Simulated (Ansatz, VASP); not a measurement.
**Two plane-wave programs on Sr**

INCAR

```
ALGO = Normal
EDIFF = 1E-6
ENCUT = 520
ISIF = 2
ISMEAR = 0
LASPH = T
LCHARG = T
LELF = T
LREAL = F
LVHAR = T
LWAVE = F
NBANDS = 11
NELM = 100
PREC = Accurate
SIGMA = 0.15
```

File KPOINTS:

```
k-points
0
Gamma
  14 14 14
```

File POSCAR:

```
Sr
1.0
   -2.4250000000      2.4250000000      2.4250000000
    2.4250000000     -2.4250000000      2.4250000000
    2.4250000000      2.4250000000     -2.4250000000
Sr
1
Direct
    0.0000000000      0.0000000000      0.0000000000
```

Input for Ansatz:

```yaml
crystal:
  lattice:
    - [-2.425, 2.425, 2.425]
    - [2.425, -2.425, 2.425]
    - [2.425, 2.425, -2.425]
  atoms:
    - { symbol: Sr, position: [0.0, 0.0, 0.0] }
basis:
  ecutwfc: 420
kpoints:
  mp_grid: { grid: [14, 14, 14] }
hamiltonian:
  xc: lda
scf:
  occupations: { method: gaussian, width: 0.15 }
output:
  forces: true
  stress: true
  eigenvalues: true
```

Alike in both runs: task single point; functional LDA; k mesh 14 × 14 × 14; occupations gaussian, width 0.15 eV; no spin polarisation.

|  | VASP | Ansatz |
| --- | --- | --- |
| version | VASP 6.6.1 | Ansatz 0.2.0 |
| potentials or method | VASP PAW LDA potentials, release 64 (Sr_sv), cutoff 520 eV | scalar-relativistic, plane waves, PAW |
| valence electrons in the cell | 10 | 10 |

|  | VASP | Ansatz | Ansatz less VASP |
| --- | --- | --- | --- |
| gap on the k mesh at the Fermi level (eV) | none | none | - |
| pressure (GPa) | -1.8 | -1.8 | +0.01 |

LDA's correlation is that of Perdew and Zunger in VASP and of Perdew and Wang (1992) in Ansatz. A gap of «none» marks a metal or a gap that the smearing closes.
